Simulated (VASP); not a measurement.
# GeMo: single point with PBE

The system is GeMo.

```
CELL_PARAMETERS angstrom
0.00000 3.17859 3.17859
3.17859 0.00000 3.17859
3.17859 3.17859 0.00000
ATOMIC_POSITIONS crystal
Ge 0.00000 0.00000 0.00000
Ge 0.25000 0.25000 0.25000
Mo 0.50000 0.50000 0.50000
Mo 0.75000 0.75000 0.75000
```

- Program: VASP 6.6.1
- Task: single point
- Functional: PBE
- Potentials or basis: VASP PAW PBE potentials, release 64 (Ge_d, Mo_sv)
- Cutoff: 520 eV
- k mesh: 6 × 6 × 6
- Occupations: gaussian, width 0.1 eV
- Spin: no spin polarisation

```yaml
Pressure: 0.7 GPa
```

Levels at points of the mesh, in eV from the Fermi level:
| k point | band 25 | band 26 | band 27 | band 28 | band 29 | band 30 | band 31 | band 32 |
| --- | --- | --- | --- | --- | --- | --- | --- | --- |
| (0.00, 0.00, 0.00) | -2.67 | -2.25 | -2.25 | -2.25 | 1.92 | 1.92 | 1.92 | 2.28 |
| (0.50, 0.00, 0.00) | -2.36 | -1.76 | 0.01 | 0.01 | 1.07 | 1.07 | 2.04 | 3.55 |
| (0.50, 0.50, 0.00) | -1.46 | -1.46 | -0.49 | -0.49 | 0.69 | 0.69 | 0.88 | 0.88 |

Wall time 24 s on 1 thread of Intel(R) Xeon(R) Platinum 8488C (Sapphire Rapids), on a shared host, peak memory 0.21 GiB.
